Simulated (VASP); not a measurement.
Fe, 1 atom in the cell. The typed cell holds 1 atom: a = 2.862 Å, b = 2.480 Å, c = 2.479 Å, α = 70.51°, β = 54.75°, γ = 54.74°. 

```yaml
Program: VASP 6.6.1
Task: single point
Functional: r2SCAN
Potentials_or_basis: VASP PAW PBE potentials, release 64 (Fe)
Cutoff: 520 eV
k_mesh: 16 × 16 × 16
Occupations: gaussian, width 0.15 eV
Spin: collinear spin, ferromagnetic start
Starting_moments: "[4.5] μB"
Dipole_correction: no
Further_INCAR_settings: ALGO = Normal; EDIFF = 1e-06; NBANDS = 14
```

Potentials or basis: VASP PAW PBE potentials, release 64 (Fe).

Run with:

```bash
$ cat potpaw_PBE.64/Fe/POTCAR > POTCAR
$ cp INCAR.step1 INCAR
$ mpirun -np 1 vasp_std > vasp.out
$ cp INCAR.step2 INCAR
$ mpirun -np 1 vasp_std > vasp.out
```

Hardware: 1 thread of AMD EPYC 9R45 96-Core Processor (Zen 5) (shared host).

**Question.** How long does it take, and how much memory?

**Answer.** Run time: 8.6 min on 1 thread of AMD EPYC 9R45 96-Core Processor (Zen 5), with other jobs on the host, peak memory 0.23 GiB. Counts: k points 621.
